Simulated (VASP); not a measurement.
Write the native input for VASP 6.6.1 that does the following.

```
Task                   : single point
Functional             : PBEsol
Potentials or basis    : VASP PAW PBE potentials, release 64 (N)
Cutoff                 : 600 eV
k mesh                 : 9 × 9 × 9
Occupations            : methfessel-paxton, width 0.1 eV
Spin                   : no spin polarisation
Dipole correction      : no
Further INCAR settings : ALGO = Normal; EDIFF = 1e-06; NBANDS = 8
```

The structure of N lies in POSCAR:

```
N
1.0
    0.0000000000      2.3000000000      2.3000000000
    2.3000000000      0.0000000000      2.3000000000
    2.3000000000      2.3000000000      0.0000000000
N
1
Direct
    0.0000000000      0.0000000000      0.0000000000
```

These files were run (other wordings do the same):

INCAR

```
PREC     = Accurate       # precision mode
ENCUT    = 600            # plane-wave cutoff, eV
EDIFF    = 1E-6           # SCF threshold, eV
ISMEAR   = 1              # smearing method
SIGMA    = 0.1            # smearing width, eV
LREAL    = False          # projectors in reciprocal space
LASPH    = True           # aspherical terms in the spheres
NELM     = 120            # most SCF steps
ALGO     = Normal         # electronic algorithm
ISIF     = 2              # what is computed and relaxed
LWAVE    = False          # write WAVECAR
LCHARG   = False          # write CHGCAR
GGA      = PS             # functional
NBANDS   = 8              # bands
GGA_COMPAT= False
```

KPOINTS

```
Automatic mesh
0
Gamma
  9 9 9
```

Potentials or basis: VASP PAW PBE potentials, release 64 (N).

Launch:

```console
$ cat potpaw_PBE.64/N/POTCAR > POTCAR
$ mpirun -np 1 vasp_std > vasp.out
```

It gave:

- Pressure: -15.0 GPa

Caveat: the PAW data sets were made with another functional, which shifts forces and pressure a little.

It took 3.8 s on 1 thread of Intel(R) Xeon(R) 6975P-C (Granite Rapids), on a shared host, peak memory 0.14 GiB.
